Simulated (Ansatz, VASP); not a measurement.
**One calculation of Ir, two programs**

The input INCAR:

```
SYSTEM = Ir
PREC = Accurate
ENCUT = 520
EDIFF = 1E-6
ISMEAR = 0
SIGMA = 0.1
LREAL = .False.
LASPH = .True.
NELM = 80
ALGO = Normal
ISIF = 2
LWAVE = .False.
LCHARG = .True.
GGA = PE
LELF = .True.
LVHAR = .True.
NBANDS = 30
```

File KPOINTS:

```
regular mesh
0
Gamma
  15 15 1
  0 0 0
```

The input POSCAR:

```
Ir
1.0
    2.7369673410      0.0000000000      0.0000000000
   -1.3684836705      2.3702832466      0.0000000000
    0.0000000000      0.0000000000     13.9388979041
Ir
5
Direct
    0.6666666667      0.3333333333      0.1793542084
    0.3333333333      0.6666666667      0.3396771042
    0.0000000000      0.0000000000      0.5000000000
    0.6666666667      0.3333333333      0.6603228958
    0.3333333333      0.6666666667      0.8206457916
```

Input for Ansatz:

```yaml
crystal:
  lattice:
    - [2.736967341, 0.0, 0.0]
    - [-1.3684836705, 2.3702832466, 0.0]
    - [0.0, 0.0, 13.9388979041]
  atoms:
    - { symbol: Ir, position: [0.6666666667, 0.3333333333, 0.1793542084] }
    - { symbol: Ir, position: [0.3333333333, 0.6666666667, 0.3396771042] }
    - { symbol: Ir, position: [0.0, 0.0, 0.5] }
    - { symbol: Ir, position: [0.6666666667, 0.3333333333, 0.6603228958] }
    - { symbol: Ir, position: [0.3333333333, 0.6666666667, 0.8206457916] }
basis:
  ecutwfc: 420
kpoints:
  mp_grid: { grid: [15, 15, 1] }
hamiltonian:
  xc: pbe
scf:
  occupations: { method: gaussian, width: 0.1 }
output:
  forces: true
  stress: true
  eigenvalues: true
```

Alike in both runs: task single point; functional PBE; k mesh 15 × 15 × 1; occupations gaussian, width 0.1 eV; no spin polarisation.

```csv
,VASP,Ansatz
version,VASP 6.6.1,Ansatz 0.2.0
potentials or method,"VASP PAW PBE potentials, release 64 (Ir), cutoff 520 eV","scalar-relativistic, plane waves, PAW"
valence electrons in the cell,45,85
```

|  | VASP | Ansatz | Ansatz less VASP |
| --- | --- | --- | --- |
| gap on the k mesh at the Fermi level (eV) | none | none | - |
| rms of the force components (eV/Å) | 0.200 | 0.208 | +0.0079 |

Atom by atom the forces differ by 0.010 eV/Å (rms over components). A gap of «none» marks a metal or a gap that the smearing closes. VASP's potentials hold 45 valence electrons a cell and Ansatz's 85, so a difference there can come from the potentials and not from the codes.

Neither program's run includes spin-orbit coupling.
